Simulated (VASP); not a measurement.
## V: single point with PBE+U

Crystal: V.

```
V
1.0
     2.71117    0.00000    0.00000
    -1.35558    2.34794    0.00000
     0.00000    0.00000    4.33787
V
2
Direct
  0.33333 0.66667 0.25000
  0.66667 0.33333 0.75000
```

| Property | Result |
| --- | --- |
| Program | VASP 6.6.1 |
| Task | single point |
| Functional | PBE |
| Potentials or basis | VASP PAW PBE potentials, release 64 (V_sv) |
| Cutoff | 500 eV |
| k mesh | 5 × 5 × 3 |
| Occupations | methfessel-paxton, width 0.15 eV |
| Spin | collinear spin, ferromagnetic start |
| Starting moments | [1.95, 1.95] μB |
| Hubbard terms | V d U = 4.0 eV |

```json
{
  "Pressure": "19.0 GPa",
  "Net moment": "2.65 μB per cell",
  "Site moments": "V +1.22 μB",
  "Valence electrons inside the program's atomic spheres": "V 11.57"
}
```

Stress tensor (GPa, compression positive):
```
13.03  0.00  0.00
 0.00 13.03  0.00
 0.00  0.00 30.80
```

Levels at points of the mesh, in eV from the Fermi level:
Spin up:
| k point | band 12 | band 13 | band 14 | band 15 | band 16 | band 17 | band 18 | band 19 |
| --- | --- | --- | --- | --- | --- | --- | --- | --- |
| (0.00, 0.00, 0.00) | -0.73 | -0.73 | -0.23 | -0.23 | 0.18 | 0.76 | 0.76 | 2.39 |
Spin down:
| k point | band 8 | band 9 | band 10 | band 11 | band 12 | band 13 | band 14 | band 15 | band 16 | band 17 |
| --- | --- | --- | --- | --- | --- | --- | --- | --- | --- | --- |
| (0.00, 0.00, 0.00) | -37.44 | -7.17 | -2.77 | 0.64 | 1.25 | 1.25 | 1.46 | 1.81 | 1.81 | 2.35 |

Eigenvalues of the final occupation matrices:
| site | spin | trace | eigenvalues |
| --- | --- | --- | --- |
| site 1 d | 1 | 2.10 | 0.32 0.32 0.44 0.44 0.58 |
| site 1 d | 2 | 0.89 | 0.16 0.16 0.19 0.19 0.20 |
| site 2 d | 1 | 2.10 | 0.32 0.32 0.44 0.44 0.58 |
| site 2 d | 2 | 0.89 | 0.16 0.16 0.19 0.19 0.20 |

Wall time 2.5 min on 1 thread of Intel(R) Xeon(R) Platinum 8375C CPU @ 2.90GHz (Ice Lake) (shared host), peak memory 0.15 GiB.

Caveat: the k points lie up to 0.54 Å⁻¹ apart; the U is typed as a test and isn't derived for this compound. The state reached can hang on the start; a lower one may exist.
